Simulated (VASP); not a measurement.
# InSe in VASP: further runs

Runs on InSe. Level: PBE+D3(BJ). Tasks: single point.

The COD entry that gives the cell may itself be a prediction, so a difference from it is no test against experiment.

All numbers are computed with VASP 6.6.1; they aren't measurements. Logs are shortened: lines on timing, memory, paths and dates and some standing lists are left out, and cuts for length are marked.

## 1. The cell of the first run

The cell holds a slab with vacuum, 4 atoms: a = 3.825 Å, b = 3.825 Å, c = 36.720 Å, α = 90.00°, β = 90.00°, γ = 120.00°.

## 2. Single point, PBE+D3(BJ)

Contents of INCAR:

```
  PREC = Accurate
  ENCUT = 520
  EDIFF = 1E-7
  ISMEAR = 0
  SIGMA = 0.02
  LREAL = False
  LASPH = True
  NELM = 100
  ALGO = Normal
  ISIF = 2
  LWAVE = False
  LCHARG = False
  LDIPOL = True
  IDIPOL = 3
  DIPOL = 0.5 0.5 0.500
  GGA = PE
  IVDW = 12
  NBANDS = 27
```

Contents of KPOINTS:

```
Automatic mesh
0
Gamma
  9 9 1
```

Contents of POSCAR:

```
InSe
1.0
    3.8250000000      0.0000000000      0.0000000000
   -1.9125000000      3.3125471695      0.0000000000
    0.0000000000      0.0000000000     36.7199571806
Se In
2 2
Direct
    0.0000000000      0.0000000000      0.4266608704
    0.0000000000      0.0000000000      0.5733113682
    0.6666666667      0.3333333333      0.4619374194
    0.6666666667      0.3333333333      0.5380348774
```

Potentials or basis: VASP PAW PBE potentials, release 64 (Se, In_d).

Started as:

```console
cat potpaw_PBE.64/Se/POTCAR potpaw_PBE.64/In_d/POTCAR > POTCAR
mpirun -np 1 vasp_std > vasp.out
```

OUTCAR:

```text
PREC = Accurate
   ENCUT = 520
   EDIFF = 1E-7
   ISMEAR = 0
   LREAL = False
   LASPH = True
   NELM = 100
   ISIF = 2
   GGA = PE
   IVDW = 12
 IVDW          = 12

 ion  position               nearest neighbor table
   1  0.000  0.000  0.427-   3 2.56   3 2.56   3 2.56
   2  0.000  0.000  0.573-   4 2.56   4 2.56   4 2.56
   3  0.667  0.333  0.462-   1 2.56   1 2.56   1 2.56   4 2.79
   4  0.667  0.333  0.538-   2 2.56   2 2.56   2 2.56   3 2.79

  LATTYP: Found a hexagonal cell.
 ALAT       =     3.8250000000
 C/A-ratio  =     9.5999888054

  Lattice vectors:

 A1 = (   3.8250000000,   0.0000000000,   0.0000000000)
 A2 = (  -1.9125000000,   3.3125471695,   0.0000000000)
 A3 = (   0.0000000000,   0.0000000000,  36.7199571806)

Analysis of symmetry for initial positions (statically):
=====================================================================
 Subroutine PRICEL returns:
 Original cell was already a primitive cell.

 Routine SETGRP: Setting up the symmetry group for a
 hexagonal supercell.

 Subroutine GETGRP returns: Found 12 space group operations
 (whereof  6 operations were pure point group operations)
 out of a pool of 24 trial point group operations.

The static configuration has the point symmetry C_3v.
 The point group associated with its full space group is D_3h.

Analysis of symmetry for dynamics (positions and initial velocities):
=====================================================================
 Subroutine PRICEL returns:
 Original cell was already a primitive cell.

 Routine SETGRP: Setting up the symmetry group for a
 hexagonal supercell.

 Subroutine GETGRP returns: Found 12 space group operations
 (whereof  6 operations were pure point group operations)
 out of a pool of 24 trial point group operations.

The dynamic configuration has the point symmetry C_3v.
 The point group associated with its full space group is D_3h.

 Subroutine INISYM returns: Found 12 space group operations
 (whereof  6 operations are pure point group operations),
 and found     1 'primitive' translations

----------------------------------------------------------------------------------------

                                     Primitive cell

  volume of cell :     465.2600

  direct lattice vectors                    reciprocal lattice vectors
     3.825000000  0.000000000  0.000000000     0.261437908  0.150941247  0.000000000
    -1.912500000  3.312547170  0.000000000     0.000000000  0.301882494  0.000000000
     0.000000000  0.000000000 36.719957181     0.000000000  0.000000000  0.027233147

  length of vectors
     3.825000000  3.825000000 36.719957181     0.301882494  0.301882494  0.027233147

  position of ions in fractional coordinates (direct lattice)
     0.000000000  0.000000000  0.426660870
     0.000000000  0.000000000  0.573311368
     0.666666667  0.333333333  0.461937419
     0.666666667  0.333333333  0.538034877

  ion indices of the primitive-cell ions
   primitive index   ion index
                 1           1
                 2           2
                 3           3
                 4           4

----------------------------------------------------------------------------------------

 KPOINTS: Automatic mesh

Automatic generation of k-mesh.
 Grid dimensions read from file:
 generate k-points for:    9    9    1

 Generating k-lattice:

  Cartesian coordinates                     Fractional coordinates (reciprocal lattice)
     0.029048656  0.016771250  0.000000000     0.111111111  0.000000000  0.000000000
     0.000000000  0.033542499  0.000000000     0.000000000  0.111111111  0.000000000
     0.000000000  0.000000000  0.027233147     0.000000000  0.000000000  1.000000000

  Length of vectors
     0.033542499  0.033542499  0.027233147

  Shift w.r.t. Gamma in fractional coordinates (k-lattice)
     0.000000000  0.000000000  0.000000000

 Subroutine IBZKPT returns following result:
 ===========================================

 Found     12 irreducible k-points:

 Following reciprocal coordinates:
            Coordinates               Weight
  0.000000  0.000000  0.000000      1.000000
  0.111111  0.000000  0.000000      6.000000
  0.222222  0.000000  0.000000      6.000000
  0.333333  0.000000  0.000000      6.000000
  0.444444  0.000000  0.000000      6.000000
  0.111111  0.111111  0.000000      6.000000
  0.222222  0.111111  0.000000     12.000000
  0.333333  0.111111  0.000000     12.000000
  0.444444  0.111111  0.000000      6.000000
  0.222222  0.222222  0.000000      6.000000
  0.333333  0.222222  0.000000     12.000000
  0.333333  0.333333  0.000000      2.000000
   k-points           NKPTS =     12   k-points in BZ     NKDIM =     12   number of bands    NBANDS=     27
   number of dos      NEDOS =    301   number of ions     NIONS =      4
   total plane-waves  NPLWV = 219520
   dimension x,y,z NGX =    28 NGY =   28 NGZ =  280
   dimension x,y,z NGXF=    56 NGYF=   56 NGZF=  560
   ions per type =               2   2
   NGX,Y,Z   is equivalent  to a cutoff of  12.17, 12.17, 12.68 a.u.
   NGXF,Y,Z  is equivalent  to a cutoff of  24.34, 24.34, 25.35 a.u.
 SYSTEM =  unknown system
   PREC   = accura    normal or accurate (medium, high low for compatibility)
   ISTART =      0    job   : 0-new  1-cont  2-samecut
   ICHARG =      2    charge: 1-file 2-atom 10-const
   ISPIN  =      1    spin polarized calculation?
   LNONCOLLINEAR =      F non collinear calculations
   LSORBIT =      F    spin-orbit coupling
   LASPH  =      T    aspherical Exc in radial PAW
   ENCUT  =  520.0 eV  38.22 Ry    6.18 a.u.   7.11  7.11 68.27*2*pi/ulx,y,z
   NELM   =    100;   NELMIN=  2; NELMDL= -5     # of ELM steps
   EDIFF  = 0.1E-06   stopping-criterion for ELM
   LREAL  =      F    real-space projection
   EDIFFG = 0.1E-05   stopping-criterion for IOM
   NSW    =      0    number of steps for IOM
   IBRION =     -1    ionic relax: 0-MD 1-quasi-New 2-CG
   NFREE  =      0    steps in history (QN), initial steepest desc. (CG)
   ISIF   =      2    stress and relaxation
   ISYM   =      2    0-nonsym 1-usesym 2-fastsym
   POTIM  = 0.5000    time-step for ionic-motion
   TEBEG  =    0.0;   TEEND  =   0.0 temperature during run
   PSTRESS=    0.0 pullay stress
   NELECT =      38.0000    total number of electrons
   NUPDOWN=      -1.0000    fix difference up-down
   EMIN   =  10.00;   EMAX   =-10.00  energy-range for DOS
   EFERMI =   0.00;   METHOD = LEGACY
   ISMEAR =     0;   SIGMA  =   0.02  broadening in eV -4-tet -1-fermi 0-gaus
   EFERMI_NEDOS =   21; number of points for ismear=-14 and -15
   IALGO  =     38    algorithm
   IMIX   =      4    mixing-type and parameters
     AMIX     =   0.40;   BMIX     =  1.00
     AMIX_MAG =   1.60;   BMIX_MAG =  1.00
  volume/ion in A,a.u.               =     116.31       784.93
  Fermi-wavevector in a.u.,A,eV,Ry     =   0.710293  1.342259  6.864357  0.504516
  Thomas-Fermi vector in A             =   1.797102
   LORBIT       =      0    0 simple, 1 ext, 2 COOP (PROOUT), +10 PAW based schemes
   GGA     = PE    functional components
   LHFCALC =     F    Hartree Fock is set to
   AEXX    =    0.0000 exact exchange contribution
   IVDW    =    12    specifies the selected vdW correction
   LEPSILON=     F    determine dielectric tensor
   LRPA    =     F    only Hartree local field effects (RPA)
 non-spin polarized calculation
 Gauss-broadening in eV      SIGMA  =   0.02
  energy-cutoff  :      520.00
  volume of cell :      465.26
 maximum number of plane-waves:     12633
   NGX = 15   NGY = 15   NGZ =137

 dipolmoment           0.000000      0.000000      0.000000 electrons x Angstroem

 number of electron      37.9999989 magnetization

 dipolmoment           0.000000      0.000000     -0.000013 electrons x Angstroem

 Free energy of the ion-electron system (eV)
  ---------------------------------------------------
  ext. energy  EPLUGINS =         0.00000000
  ---------------------------------------------------
  free energy    TOTEN  =       -13.82931448 eV

  energy without entropy =      -13.82931448  energy(sigma->0) =      -13.82931448

 E-fermi :  -3.6197     XC(G=0):  -2.4302

 val. band max:       -3.7293433216   @ k =   0.1111   0.1111   0.0000
 cond. band min:      -1.4716616605   @ k =   0.0000   0.0000   0.0000
 fundamental gap:      2.2576816611
 Fermi energy:        -3.6197275412

 k-point     1 :       0.0000    0.0000    0.0000
  band No.  band energies     occupation
      1     -17.6422      2.00000
      2     -17.4707      2.00000
      3     -17.4707      2.00000
      4     -17.3980      2.00000
      5     -17.3980      2.00000
      6     -17.3482      2.00000
[... 19 lines left out ...]
     26       2.3525      0.00000
     27       2.4919      0.00000

 k-point     2 :       0.1111    0.0000    0.0000
  band No.  band energies     occupation
      1     -17.6608      2.00000
      2     -17.5309      2.00000
      3     -17.5045      2.00000
      4     -17.4646      2.00000
      5     -17.3850      2.00000
      6     -17.3545      2.00000
[... 19 lines left out ...]
     26       2.5213      0.00000
     27       2.5401      0.00000

 k-point     3 :       0.2222    0.0000    0.0000
  band No.  band energies     occupation
      1     -17.7601      2.00000
      2     -17.6593      2.00000
      3     -17.5637      2.00000
      4     -17.4548      2.00000
      5     -17.3683      2.00000
      6     -17.3525      2.00000
[... 234 lines left out ...]
      1     -17.9303      2.00000
      2     -17.8446      2.00000
      3     -17.5425      2.00000
      4     -17.4801      2.00000
      5     -17.3633      2.00000
      6     -17.3106      2.00000
[... 19 lines left out ...]
     26       4.2245      0.00000
     27       4.3804      0.00000

 k-point    12 :       0.3333    0.3333    0.0000
  band No.  band energies     occupation
      1     -17.9361      2.00000
      2     -17.8531      2.00000
      3     -17.5391      2.00000
      4     -17.4894      2.00000
      5     -17.3468      2.00000
      6     -17.3120      2.00000
[... 19 lines left out ...]
     26       4.6275      0.00000
     27       4.6839      0.00000

------------------------ aborting loop because EDIFF is reached ----------------------------------------

 vacuum level on the upper side and lower side of the slab       (xc-potential included)        -0.007        -0.007

 Edisp (eV)   -0.98915

 E8    (eV) :    -0.4770

  FORCE on cell =-STRESS in cart. coord.  units (eV):
  Direction    XX          YY          ZZ          XY          YZ          ZX
  --------------------------------------------------------------------------------------
  -------------------------------------------------------------------------------------
  Total       5.46326     5.46326     2.30060     0.00000     0.00000     0.00000
  in kB      18.81339    18.81339     7.92240     0.00000     0.00000     0.00000
  external pressure =       15.18 kB  Pullay stress =        0.00 kB

 VOLUME and BASIS-vectors are now :
 -----------------------------------------------------------------------------
  energy-cutoff  :      520.00
  volume of cell :      465.26
      direct lattice vectors                 reciprocal lattice vectors
     3.825000000  0.000000000  0.000000000     0.261437908  0.150941247  0.000000000
    -1.912500000  3.312547170  0.000000000     0.000000000  0.301882494  0.000000000
     0.000000000  0.000000000 36.719957181     0.000000000  0.000000000  0.027233147

 POSITION                                       TOTAL-FORCE (eV/Angst)
 -----------------------------------------------------------------------------------
      0.00000      0.00000     15.66697        -0.000000     -0.000000     -0.934753
      0.00000      0.00000     21.05197        -0.000000      0.000000      0.934753
      1.91250      1.10418     16.96232        -0.000000     -0.000000      0.970008
      1.91250      1.10418     19.75662         0.000000     -0.000000     -0.970008
 -----------------------------------------------------------------------------------
    total drift:                                0.000001     -0.000000     -0.001684

  FREE ENERGIE OF THE ION-ELECTRON SYSTEM (eV)
  ---------------------------------------------------
  free  energy   TOTEN  =       -14.8184670410 eV

  energy  without entropy=      -14.8184670410  energy(sigma->0) =      -14.81846704

 vacuum level on the upper side and lower side of the slab         2.293         2.293
```

Run time: 2.6 min. Hardware: 1 thread of Intel Xeon 6975P-C (Granite Rapids), shared host; peak memory 0.54 GiB.

Results:

```
Free energy                : -14.8185 eV
Largest force              : 0.970 eV/Å
Band gap on the k mesh     : 2.26 eV, indirect (least direct gap 2.30 eV)
Dispersion energy per atom : -0.247 eV
```

Forces on the atoms (eV/Å):
```
Se   0.000  0.000 -0.935
Se   0.000  0.000  0.935
In   0.000  0.000  0.970
In   0.000  0.000 -0.970
```

Caveat: spin-orbit coupling is left out, which moves the levels of the heavy elements.

## 3. Single point, PBE+D3(BJ)

Contents of INCAR:

```
SYSTEM = InSe
PREC = Accurate
ENCUT = 520
EDIFF = 1E-6
ISMEAR = 0
SIGMA = 0.02
LREAL = .FALSE.
LASPH = .TRUE.
NELM = 80
ALGO = Normal
ISIF = 2
LWAVE = .FALSE.
LCHARG = .FALSE.
LDIPOL = .TRUE.
IDIPOL = 3
DIPOL = 0.5 0.5 0.500
GGA = PE
IVDW = 12
NBANDS = 27
```

Contents of KPOINTS:

```
regular mesh
0
G
  9 9 1
  0 0 0
```

Contents of POSCAR:

```
InSe
1.0
    3.8250000000      0.0000000000      0.0000000000
   -1.9125000000      3.3125471695      0.0000000000
    0.0000000000      0.0000000000     36.7199571806
Se In
2 2
Direct
    0.0000000000      0.0000000000      0.4234745921
    0.0000000000      0.0000000000      0.5764976464
    0.6666666667      0.3333333333      0.4602840497
    0.6666666667      0.3333333333      0.5396882496
```

Potentials or basis: VASP PAW PBE potentials, release 64 (Se, In_d).

Started as:

```console
cat potpaw_PBE.64/Se/POTCAR potpaw_PBE.64/In_d/POTCAR > POTCAR
mpirun -np 1 vasp_std > vasp.out
```

Wall time 2.2 min (1 thread of Intel Xeon 6975P-C (Granite Rapids), shared host); peak memory 0.55 GiB.

Results (log left out):

```yaml
Free_energy: -14.8570 eV
Largest_force: 1.010 eV/Å
Band_gap_on_the_k_mesh: 2.06 eV, direct
Dispersion_energy_per_atom: -0.241 eV
```

Forces in eV/Å, atoms in the order of the input:
```
Se   0.000  0.000 -0.445
Se   0.000  0.000  0.445
In   0.000  0.000  1.010
In   0.000  0.000 -1.010
```

Levels at points of the mesh, in eV from the valence-band top:
```tsv
k point	band 17	band 18	band 19	band 20	band 21	band 22
(0.00, 0.00, 0.00)	-0.05	0.00	0.00	2.06	3.52	5.53
```

Caveat: spin-orbit coupling is left out, which moves the levels of the heavy elements.

## 4. Single point, PBE+D3(BJ)

This run uses another cell than the first one, of 120.43 Å³/atom, 1.035 times its volume.

Contents of INCAR:

```
SYSTEM = InSe
PREC     = Accurate       ! precision mode
ENCUT    = 520            ! plane-wave cutoff, eV
EDIFF    = 1E-6           ! SCF threshold, eV
ISMEAR   = 0              ! smearing method
SIGMA    = 0.02           ! smearing width, eV
LREAL    = .FALSE.        ! projectors in reciprocal space
LASPH    = .TRUE.         ! aspherical terms in the spheres
NELM     = 100            ! most SCF steps
ALGO     = Normal         ! electronic algorithm
ISIF     = 2              ! what is computed and relaxed
LWAVE    = .FALSE.        ! write WAVECAR
LCHARG   = .FALSE.        ! write CHGCAR
LDIPOL   = .TRUE.       
IDIPOL   = 3            
DIPOL    = 0.5 0.5 0.500
GGA      = PE             ! functional
IVDW     = 12             ! dispersion correction
NBANDS   = 27             ! bands
```

KPOINTS is that of step 3.

Contents of POSCAR:

```
InSe
1.0
    3.8920000000      0.0000000000      0.0000000000
   -1.9460000000      3.3705708715      0.0000000000
    0.0000000000      0.0000000000     36.7199571806
Se In
2 2
Direct
    0.0000000000      0.0000000000      0.4314266711
    0.0000000000      0.0000000000      0.5685455674
    0.6666666667      0.3333333333      0.4644104082
    0.6666666667      0.3333333333      0.5355618847
```

Potentials or basis: VASP PAW PBE potentials, release 64 (Se, In_d).

Started as:

```console
cat potpaw_PBE.64/Se/POTCAR potpaw_PBE.64/In_d/POTCAR > POTCAR
mpirun -np 1 vasp_std > vasp.out
```

OUTCAR:

```text
SYSTEM = InSe
   PREC = Accurate
   ENCUT = 520
   EDIFF = 1E-6
   ISMEAR = 0
   LREAL = .FALSE.
   LASPH = .TRUE.
   NELM = 100
   ISIF = 2
   GGA = PE
   IVDW = 12
 IVDW          = 12

 ion  position               nearest neighbor table
   1  0.000  0.000  0.431-   3 2.55   3 2.55   3 2.55
   2  0.000  0.000  0.569-   4 2.55   4 2.55   4 2.55
   3  0.667  0.333  0.464-   1 2.55   1 2.55   1 2.55   4 2.61
   4  0.667  0.333  0.536-   2 2.55   2 2.55   2 2.55   3 2.61

  LATTYP: Found a hexagonal cell.
[... 557 lines left out ...]
  Direction    XX          YY          ZZ          XY          YZ          ZX
  --------------------------------------------------------------------------------------
  -------------------------------------------------------------------------------------
  Total       5.16321     5.16321     6.58428     0.00000     0.00000     0.00000
  in kB      17.17322    17.17322    21.89982     0.00000     0.00000     0.00000
  external pressure =       18.75 kB  Pullay stress =        0.00 kB

 VOLUME and BASIS-vectors are now :
 -----------------------------------------------------------------------------
  energy-cutoff  :      520.00
  volume of cell :      481.70
      direct lattice vectors                 reciprocal lattice vectors
     3.892000000  0.000000000  0.000000000     0.256937307  0.148342824  0.000000000
    -1.946000000  3.370570872  0.000000000     0.000000000  0.296685647  0.000000000
     0.000000000  0.000000000 36.719957181     0.000000000  0.000000000  0.027233147

 POSITION                                       TOTAL-FORCE (eV/Angst)
 -----------------------------------------------------------------------------------
      0.00000      0.00000     15.84197        -0.000000      0.000000     -1.300211
      0.00000      0.00000     20.87697        -0.000000      0.000000      1.300211
      1.94600      1.12352     17.05313         0.000000     -0.000000     -0.023241
      1.94600      1.12352     19.66581         0.000000     -0.000000      0.023241
 -----------------------------------------------------------------------------------
    total drift:                               -0.000000      0.000000     -0.001538

  FREE ENERGIE OF THE ION-ELECTRON SYSTEM (eV)
  ---------------------------------------------------
  free  energy   TOTEN  =       -14.7104511117 eV

  energy  without entropy=      -14.7104511117  energy(sigma->0) =      -14.71045111

 vacuum level on the upper side and lower side of the slab         2.226         2.226
```

OSZICAR:

```text
N       E                     dE             d eps       ncg     rms          rms(c)
DAV:   1     0.302633306865E+03    0.30263E+03   -0.14631E+04   728   0.106E+03
DAV:   2     0.197296239029E+02   -0.28290E+03   -0.27785E+03   808   0.270E+02
DAV:   3    -0.130410211820E+02   -0.32771E+02   -0.32573E+02   834   0.117E+02
[... 15 lines left out ...]
DAV:  19    -0.137169782099E+02   -0.82817E-05   -0.80054E-08   620   0.250E-03    0.479E-04
DAV:  20    -0.137169857353E+02   -0.75254E-05   -0.25603E-07   548   0.142E-03    0.531E-04
DAV:  21    -0.137169870281E+02   -0.12928E-05   -0.23064E-08   575   0.674E-04    0.588E-04
DAV:  22    -0.137169884061E+02   -0.13780E-05   -0.21003E-08   521   0.754E-04    0.221E-04
DAV:  23    -0.137169888423E+02   -0.43621E-06   -0.57626E-09   513   0.380E-04
   1 F= -.14710451E+02 E0= -.14710451E+02  d E =-.388261E-17
```

Wall time 3 min (1 thread of Intel Xeon 6975P-C (Granite Rapids), shared host); peak memory 0.58 GiB.

What came out:

- Free energy: -14.7105 eV
- Largest force: 1.300 eV/Å
- Band gap on the k mesh: 1.94 eV, indirect (least direct gap 2.04 eV)
- Dispersion energy per atom: -0.248 eV

Forces in eV/Å, atoms in the order of the input:
```
Se   0.000  0.000 -1.300
Se   0.000  0.000  1.300
In   0.000  0.000 -0.023
In   0.000  0.000  0.023
```

Caveat: spin-orbit coupling is left out, which moves the levels of the heavy elements.
